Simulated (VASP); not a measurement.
A run of VASP 6.6.1 is set up as follows.

The input INCAR:

```
SYSTEM = ZrB2
  PREC = Accurate
  ENCUT = 520
  EDIFF = 1E-7
  ISMEAR = 0
  SIGMA = 0.15
  LREAL = .FALSE.
  LASPH = .TRUE.
  NELM = 80
  ALGO = Normal
  ISIF = 2
  LWAVE = .FALSE.
  LCHARG = .FALSE.
  GGA = CA
  NBANDS = 16
```

The input KPOINTS:

```
Automatic mesh
0
G
  15 15 12
  0 0 0
```

File POSCAR:

```
ZrB2
1.0
    3.0699000000      0.0000000000      0.0000000000
   -1.5349500000      2.6586113871      0.0000000000
    0.0000000000      0.0000000000      3.6052000000
Zr B
1 2
Direct
    0.0000000000      0.0000000000      0.0000000000
    0.3333333333      0.6666666667      0.5000000000
    0.6666666667      0.3333333333      0.5000000000
```

Potentials or basis: VASP PAW LDA potentials, release 64 (Zr_sv, B).

Command:

```bash
$ cat potpaw_LDA.64/Zr_sv/POTCAR potpaw_LDA.64/B/POTCAR > POTCAR
$ mpirun -np 1 vasp_std > vasp.out
```

Q: Predict the band gap on the k mesh.

A: Zero (bands 9 and 10 overlap by 1.12 eV).

Q: Estimate the pressure.

A: 3.5 GPa.

Stress tensor (GPa, compression positive):
```
 9.96  0.00  0.00
 0.00  9.96  0.00
 0.00  0.00 -9.44
```

Caveat: the cell stands under pressure.
